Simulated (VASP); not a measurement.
# SnO (P4/nmm) in VASP: further runs, part 2 of 2

VASP 6.6.1. The steps go on from the part before.

**3. Electric field gradients, PBE (volume scaled by 0.96)**

File INCAR:

```
SYSTEM = SnO
PREC = Accurate
ENCUT = 520
EDIFF = 1E-8
ISMEAR = -1
SIGMA = 0.01
LREAL = .False.
LASPH = .True.
NELM = 100
ALGO = Normal
ISIF = 2
LWAVE = .False.
LCHARG = .False.
GGA = PE
LEFG = .True.
NBANDS = 28
```

File KPOINTS:

```
Automatic mesh
0
Gamma
  8 8 6
  0 0 0
```

File POSCAR:

```
SnO
1.0
    3.7506153226      0.0000000000      0.0000000000
    0.0000000000      3.7506153226      0.0000000000
    0.0000000000      0.0000000000      4.7706406366
Sn O
2 2
Direct
    0.0000000000      0.5000000000      0.2385000000
    0.5000000000      0.0000000000      0.7615000000
    0.0000000000      0.0000000000      0.0000000000
    0.5000000000      0.5000000000      0.0000000000
```

Potentials or basis: VASP PAW PBE potentials, release 64 (Sn_d, O).

Command:

```
cat potpaw_PBE.64/Sn_d/POTCAR potpaw_PBE.64/O/POTCAR > POTCAR
mpirun -np 1 vasp_std > vasp.out
```

OUTCAR:

```text
SYSTEM = SnO
   PREC = Accurate
   ENCUT = 520
   EDIFF = 1E-8
   ISMEAR = -1
   LREAL = .False.
   LASPH = .True.
   NELM = 100
   ISIF = 2
   GGA = PE

 ion  position               nearest neighbor table
   1  0.000  0.500  0.239-   3 2.19   4 2.19   3 2.19   4 2.19   2 3.49   2 3.49   2 3.49   2 3.49
                             2 3.64   2 3.64   2 3.64   2 3.64
   2  0.500  0.000  0.761-   3 2.19   4 2.19   4 2.19   3 2.19   1 3.49   1 3.49   1 3.49   1 3.49
                             1 3.64   1 3.64   1 3.64   1 3.64
   3  0.000  0.000  0.000-   1 2.19   2 2.19   1 2.19   2 2.19
   4  0.500  0.500  0.000-   1 2.19   2 2.19   2 2.19   1 2.19

  LATTYP: Found a simple tetragonal cell.
 ALAT       =     3.7506153226
 C/A-ratio  =     1.2719621252
[... 977 lines left out ...]
---------------------------------------------------------------------
   1      85.789    85.789  -171.577    -0.000    -0.000    -0.000
   2      85.789    85.789  -171.577    -0.000     0.000     0.000
   3      -1.357    -1.357     2.714     0.000     0.000    -0.000
   4      -1.357    -1.357     2.714    -0.000    -0.000    -0.000
---------------------------------------------------------------------

 Electric field gradients after diagonalization (V/A^2)
 (convention: |V_zz| > |V_xx| > |V_yy|)
----------------------------------------------------------------------
 ion       V_xx      V_yy      V_zz     asymmetry (V_yy - V_xx)/ V_zz
----------------------------------------------------------------------
   1      85.789    85.789  -171.577       0.000
   2      85.789    85.789  -171.577       0.000
   3      -1.357    -1.357     2.714       0.000
   4      -1.357    -1.357     2.714       0.000
----------------------------------------------------------------------

           NMR quadrupolar parameters

 Cq : quadrupolar parameter    Cq=e*Q*V_zz/h
 eta: asymmetry parameters     (V_yy - V_xx)/ V_zz
 Q  : nuclear electric quadrupole moment in mb (millibarn)
----------------------------------------------------------------------
 ion       Cq(MHz)       eta       Q (mb)
----------------------------------------------------------------------
   1      -0.415       0.000       1.000
   2      -0.415       0.000       1.000
   3       0.007       0.000       1.000
   4       0.007       0.000       1.000
----------------------------------------------------------------------
```

OSZICAR:

```text
N       E                     dE             d eps       ncg     rms          rms(c)
DAV:   1     0.420204257349E+03    0.42020E+03   -0.19879E+04  3560   0.222E+03
DAV:   2     0.356825390356E+02   -0.38452E+03   -0.36882E+03  3524   0.552E+02
[... 12 lines left out ...]
DAV:  15    -0.225510234538E+02   -0.14013E-06   -0.20762E-07  4708   0.347E-03    0.219E-03
DAV:  16    -0.225510235463E+02   -0.92539E-07   -0.82990E-08  4348   0.286E-03    0.736E-04
DAV:  17    -0.225510236368E+02   -0.90486E-07   -0.20623E-08  2920   0.985E-04    0.310E-04
DAV:  18    -0.225510236178E+02    0.19001E-07   -0.17121E-09  1720   0.406E-04    0.164E-04
DAV:  19    -0.225510236060E+02    0.11766E-07   -0.14617E-09  1704   0.417E-04    0.514E-05
DAV:  20    -0.225510236063E+02   -0.27376E-09   -0.43334E-10  1704   0.231E-04
   1 F= -.22551024E+02 E0= -.22550939E+02  d E =-.169974E-03
```

stdout:

```text
POSCAR found type information on POSCAR SnO
 POSCAR found :  2 types and       4 ions
 scaLAPACK will be used
 LDA part: xc-table for (Slater+PW92), standard interpolation
 POSCAR, INCAR and KPOINTS ok, starting setup
 FFT: planning ... GRIDC
 FFT: planning ... GRID_SOFT
 FFT: planning ... GRID
 WAVECAR not read
 entering main loop
ion   1

ion   2

ion   3

ion   4
```

Wall time 2.9 min (1 thread of AMD EPYC 7R43 (Zen 3), shared host); peak memory 0.19 GiB.

What came out:

* Free energy: -22.5510 eV
* Pressure: 9.0 GPa
* Largest force: 1.073 eV/Å
* Band gap on the k mesh: zero (band 20 reaches 7.88 eV, above the bottom of band 21 at 7.75 eV)

Forces on the atoms (eV/Å):
```
Sn   0.000  0.000  1.073
Sn   0.000  0.000 -1.073
O    0.000  0.000  0.000
O    0.000  0.000  0.000
```

Levels at points of the mesh, in eV from the Fermi level:
```
           k point  band 17  band 18  band 19  band 20  band 21  band 22  band 23  band 24
(0.00, 0.00, 0.00)    -3.84    -3.52    -3.52     0.01     2.17     4.33     4.65     4.65
(0.50, 0.00, 0.00)    -5.27    -5.27    -2.98    -2.98     3.22     3.22     5.98     5.98
(0.50, 0.50, 0.00)    -2.84    -2.84    -2.01    -2.01    -0.12    -0.12     4.37     4.37
(0.00, 0.00, 0.50)    -3.54    -3.54    -3.03    -2.52     1.63     2.84     2.84     3.68
(0.50, 0.00, 0.50)    -5.23    -5.23    -1.95    -1.95     2.57     2.57     5.44     5.44
(0.50, 0.50, 0.50)    -2.86    -2.86    -2.84    -2.84     2.19     2.19     4.10     4.10
```

Electric field gradients, principal values (V/Å²):
```tsv
atom	least	middle	greatest (by size)
1 Sn	85.789	85.789	-171.577
2 Sn	85.789	85.789	-171.577
3 O	-1.357	-1.357	2.714
4 O	-1.357	-1.357	2.714
```

Caveat: without QUAD_EFG the Cq values of the log hold for a quadrupole moment of 1 mb, not for the nuclei; spin-orbit coupling is left out, which moves the levels of the heavy elements; forces of over 1 eV/Å act on the atoms, so gaps and moduli don't describe the material at rest.

**4. Electric field gradients, PBE (volume scaled by 0.99)**

File INCAR:

```
PREC = Accurate
ENCUT = 520
EDIFF = 1E-8
ISMEAR = -1
SIGMA = 0.01
LREAL = False
LASPH = True
NELM = 100
ALGO = Normal
ISIF = 2
LWAVE = False
LCHARG = False
GGA = PE
LEFG = True
NBANDS = 28
```

File KPOINTS:

```
Automatic mesh
0
Gamma
  8 8 6
```

File POSCAR:

```
SnO
1.0
    3.7892841860      0.0000000000      0.0000000000
    0.0000000000      3.7892841860      0.0000000000
    0.0000000000      0.0000000000      4.8198259661
Sn O
2 2
Direct
    0.0000000000      0.5000000000      0.2385000000
    0.5000000000      0.0000000000      0.7615000000
    0.0000000000      0.0000000000      0.0000000000
    0.5000000000      0.5000000000      0.0000000000
```

Potentials or basis: VASP PAW PBE potentials, release 64 (Sn_d, O).

Command:

```
cat potpaw_PBE.64/Sn_d/POTCAR potpaw_PBE.64/O/POTCAR > POTCAR
mpirun -np 1 vasp_std > vasp.out
```

OUTCAR:

```text
PREC = Accurate
   ENCUT = 520
   EDIFF = 1E-8
   ISMEAR = -1
   LREAL = False
   LASPH = True
   NELM = 100
   ISIF = 2
   GGA = PE

 ion  position               nearest neighbor table
   1  0.000  0.500  0.239-   3 2.22   4 2.22   3 2.22   4 2.22   2 3.53   2 3.53   2 3.53   2 3.53
                             2 3.68   2 3.68   2 3.68   2 3.68
   2  0.500  0.000  0.761-   3 2.22   4 2.22   4 2.22   3 2.22   1 3.53   1 3.53   1 3.53   1 3.53
                             1 3.68   1 3.68   1 3.68   1 3.68
   3  0.000  0.000  0.000-   1 2.22   2 2.22   1 2.22   2 2.22
   4  0.500  0.500  0.000-   1 2.22   2 2.22   2 2.22   1 2.22

  LATTYP: Found a simple tetragonal cell.
 ALAT       =     3.7892841860
 C/A-ratio  =     1.2719621252

[... 975 lines left out ...]
---------------------------------------------------------------------
   1      83.593    83.593  -167.186     0.000    -0.000     0.000
   2      83.593    83.593  -167.186     0.000     0.000     0.000
   3      -1.205    -1.205     2.410     0.000     0.000     0.000
   4      -1.205    -1.205     2.410     0.000     0.000    -0.000
---------------------------------------------------------------------

 Electric field gradients after diagonalization (V/A^2)
 (convention: |V_zz| > |V_xx| > |V_yy|)
----------------------------------------------------------------------
 ion       V_xx      V_yy      V_zz     asymmetry (V_yy - V_xx)/ V_zz
----------------------------------------------------------------------
   1      83.593    83.593  -167.186       0.000
   2      83.593    83.593  -167.186       0.000
   3      -1.205    -1.205     2.410       0.000
   4      -1.205    -1.205     2.410       0.000
----------------------------------------------------------------------

           NMR quadrupolar parameters

 Cq : quadrupolar parameter    Cq=e*Q*V_zz/h
 eta: asymmetry parameters     (V_yy - V_xx)/ V_zz
 Q  : nuclear electric quadrupole moment in mb (millibarn)
----------------------------------------------------------------------
 ion       Cq(MHz)       eta       Q (mb)
----------------------------------------------------------------------
   1      -0.404       0.000       1.000
   2      -0.404       0.000       1.000
   3       0.006       0.000       1.000
   4       0.006       0.000       1.000
----------------------------------------------------------------------
```

OSZICAR:

```text
N       E                     dE             d eps       ncg     rms          rms(c)
DAV:   1     0.421926456129E+03    0.42193E+03   -0.20013E+04  3456   0.221E+03
[... 11 lines left out ...]
DAV:  13    -0.226472460449E+02    0.12871E-04   -0.55723E-05  4532   0.736E-02    0.677E-03
DAV:  14    -0.226472459106E+02    0.13433E-06   -0.43377E-06  3540   0.124E-02    0.256E-03
DAV:  15    -0.226472457839E+02    0.12670E-06   -0.10129E-06  4864   0.829E-03    0.174E-03
DAV:  16    -0.226472458870E+02   -0.10313E-06   -0.14595E-07  4060   0.284E-03    0.448E-04
DAV:  17    -0.226472459270E+02   -0.40020E-07   -0.13889E-08  2312   0.751E-04    0.213E-04
DAV:  18    -0.226472459128E+02    0.14253E-07   -0.28140E-09  1720   0.508E-04    0.600E-05
DAV:  19    -0.226472459142E+02   -0.14261E-08   -0.69557E-10  1704   0.217E-04
   1 F= -.22647246E+02 E0= -.22647144E+02  d E =-.202908E-03
```

It took 2.6 min on 1 thread of AMD EPYC 7R43 (Zen 3), shared host; peak memory 0.19 GiB.

Results:

* Free energy: -22.6472 eV
* Pressure: 5.5 GPa
* Largest force: 0.593 eV/Å
* Band gap on the k mesh: zero (band 20 reaches 7.39 eV, above the bottom of band 21 at 7.38 eV)

Forces in eV/Å, atoms in the order of the input:
```
Sn   0.000  0.000  0.593
Sn   0.000  0.000 -0.593
O    0.000  0.000  0.000
O    0.000  0.000  0.000
```

Stress tensor (GPa, compression positive):
```
5.95 0.00 0.00
0.00 5.95 0.00
0.00 0.00 4.55
```

Electric field gradients, principal values (V/Å²):
```tsv
atom	least	middle	greatest (by size)
1 Sn	83.593	83.593	-167.186
2 Sn	83.593	83.593	-167.186
3 O	-1.205	-1.205	2.410
4 O	-1.205	-1.205	2.410
```

Caveat: without QUAD_EFG the Cq values of the log hold for a quadrupole moment of 1 mb, not for the nuclei; spin-orbit coupling is left out, which moves the levels of the heavy elements.
